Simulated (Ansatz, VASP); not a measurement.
Hf2C in VASP and in Ansatz

The input INCAR:

```
PREC     = Accurate       # precision mode
ENCUT    = 600            # plane-wave cutoff, eV
EDIFF    = 1E-7           # SCF threshold, eV
ISMEAR   = 0              # smearing method
SIGMA    = 0.1            # smearing width, eV
LREAL    = False          # projectors in reciprocal space
LASPH    = True           # aspherical terms in the spheres
NELM     = 80             # most SCF steps
ALGO     = Normal         # electronic algorithm
ISIF     = 3              # what is computed and relaxed
LWAVE    = False          # write WAVECAR
LCHARG   = False          # write CHGCAR
GGA      = PE             # functional
IBRION   = 2              # ionic algorithm
NSW      = 90             # ionic steps
EDIFFG   = -0.04          # ionic threshold
```

Contents of KPOINTS:

```
Automatic mesh
0
Gamma
  6 6 4
```

The input POSCAR:

```
Hf2C
1.0
    3.6043980271      0.0000000000      0.0000000000
   -1.8021990136      3.1215002569      0.0000000000
    0.0000000000      0.0000000000      3.8917918898
Hf C
2 1
Direct
    0.3333333333      0.6666666667      0.5000000000
    0.6666666667      0.3333333333      0.5000000000
    0.0000000000      0.0000000000      0.0000000000
```

Input for Ansatz:

```yaml
crystal:
  lattice:
    - [3.6043980271, 0.0, 0.0]
    - [-1.8021990136, 3.1215002569, 0.0]
    - [0.0, 0.0, 3.8917918898]
  atoms:
    - { symbol: Hf, position: [0.3333333333, 0.6666666667, 0.5] }
    - { symbol: Hf, position: [0.6666666667, 0.3333333333, 0.5] }
    - { symbol: C, position: [0.0, 0.0, 0.0] }
basis:
  ecutwfc: 420
kpoints:
  mp_grid: { grid: [6, 6, 4] }
hamiltonian:
  xc: pbe
scf:
  occupations: { method: gaussian, width: 0.1 }
  lower_state_search: "off"
output:
  forces: true
  stress: true
  eigenvalues: true
relax:
  adjacent_minimum: "off"
  f_tol: 0.04
  max_steps: 70
  cell: { stress_tol: 0.4 }
```

Alike in both runs: task relaxation of cell and atoms; functional PBE; k mesh 6 × 6 × 4; occupations gaussian, width 0.1 eV; no spin polarisation.

```csv
,VASP,Ansatz
version,VASP 6.6.1,Ansatz 0.2.0
potentials or method,"VASP PAW PBE potentials, release 64 (Hf_pv, C), cutoff 600 eV","scalar-relativistic, plane waves, PAW"
valence electrons in the cell,24,56
```

|  | VASP | Ansatz | Ansatz less VASP |
| --- | --- | --- | --- |
| gap on the k mesh at the Fermi level, each at its own relaxed structure (eV) | none | none | - |
| relaxed volume (Å³/atom) | 16.88 | 17.12 | +0.238 |
| relaxed cell length with the largest relative difference (Å) | 4.594 | 4.621 | +0.0272 |

A gap of «none» marks a metal or a gap that the smearing closes. VASP's potentials hold 24 valence electrons a cell and Ansatz's 56, so a difference there can come from the potentials and not from the codes.

The k mesh is coarse, so the values compare programs but aren't converged. Neither program's run includes spin-orbit coupling. Noted on VASP's run: the volume moved by over 15 % at a fixed basis, so the end points are rough.
